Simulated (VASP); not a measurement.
Runs of VASP 6.6.1 on Mo. The structure is that of space group Immm (No. 71), or close to it. The cells are those of the table. 

```csv
cell,further INCAR settings,gap on the mesh (eV),pressure (GPa)
"a = 2.940, b = 2.782, c = 2.832 Å, angles 63.1, 64.8, 59.3°, 1 atom",ALGO = Fast; EDIFF = 1e-06; NBANDS = 13,none,-12.8
"a = 2.832, b = 2.674 Å, angles 61.8, 63.6, 61.8°, 1 atom",ALGO = Fast; EDIFF = 1e-07; NBANDS = 13,none,(a)
"a = 2.946, b = 2.627, c = 2.838 Å, angles 65.1, 68.3, 60.9°, 1 atom",ALGO = Fast; EDIFF = 1e-06; NBANDS = 13,none,-8.2
"a = 2.838, b = 2.519 Å, angles 63.7, 67.2, 63.7°, 1 atom",ALGO = Fast; EDIFF = 1e-07; NBANDS = 13,none,9.6
```

Alike in all rows: task single point; level PBE; potentials or basis VASP PAW PBE potentials, release 64 (Mo_sv); no spin polarisation; k mesh 20 × 20 × 20; cutoff (eV) 520; smearing gaussian 0.15 eV.

Problem. Estimate the missing entries.

Solution. (a) 3.1.

A k mesh can miss the band edges, and the runs leave out spin-orbit coupling on Mo.

A gap of «none» marks levels without a gap at the run's occupations.
